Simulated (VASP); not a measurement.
A run of VASP 6.6.1 is set up as follows.

The input INCAR:

```
PREC     = Accurate       # precision mode
ENCUT    = 600            # plane-wave cutoff, eV
EDIFF    = 1E-7           # SCF threshold, eV
ISMEAR   = 0              # smearing method
SIGMA    = 0.1            # smearing width, eV
LREAL    = False          # projectors in reciprocal space
LASPH    = True           # aspherical terms in the spheres
NELM     = 80             # most SCF steps
ALGO     = Fast           # electronic algorithm
ISIF     = 3              # what is computed and relaxed
LWAVE    = False          # write WAVECAR
LCHARG   = False          # write CHGCAR
GGA      = PE             # functional
IBRION   = 2              # ionic algorithm
NSW      = 100            # ionic steps
EDIFFG   = -0.01          # ionic threshold
```

File KPOINTS:

```
Automatic mesh
0
Gamma
  8 8 8
```

The input POSCAR:

```
SrAl4Bi
1.0
    0.0000000000      4.0936801980      4.0936801980
    4.0936801980      0.0000000000      4.0936801980
    4.0936801980      4.0936801980      0.0000000000
Sr Al Bi
1 4 1
Direct
    0.7500000000      0.7500000000      0.7500000000
    0.8757832737      0.3747389088      0.3747389088
    0.3747389088      0.3747389088      0.3747389088
    0.3747389088      0.8757832737      0.3747389088
    0.3747389088      0.3747389088      0.8757832737
    0.0000000000      0.0000000000      0.0000000000
```

Potentials or basis: VASP PAW PBE potentials, release 64 (Sr_sv, Al, Bi_d).

Run with:

```bash
$ cat potpaw_PBE.64/Sr_sv/POTCAR potpaw_PBE.64/Al/POTCAR potpaw_PBE.64/Bi_d/POTCAR > POTCAR
$ mpirun -np 1 vasp_std > vasp.out
```

**Question.** What does it give for the relaxed volume?

**Answer.** 23.00 Å³/atom.

**Question.** Predict the band gap on the k mesh.

**Answer.** Zero (an odd number of electrons rules out a gap without spin polarisation).

**Question.** Predict the space group after relaxing (to 0.1 Å).

**Answer.** F-43m (No. 216).

**Question.** Predict the relaxed cell.

**Answer.** a = 5.801 Å, b = 5.801 Å, c = 5.801 Å, α = 60.00°, β = 60.00°, γ = 60.00°.

Step by step:
```csv
step,energy change (eV),largest force (eV/Å),pressure (GPa),volume (Å³)
1,0.0000,0.0683,0.30,137.21
2,-0.0015,0.0422,-0.02,138.05
3,-0.0015,0.0365,-0.09,138.25
4,-0.0018,0.0167,-0.04,138.12
5,-0.0019,0.0016,0.00,138.02
```

Caveat: spin-orbit coupling is left out, which moves the levels of the heavy elements.
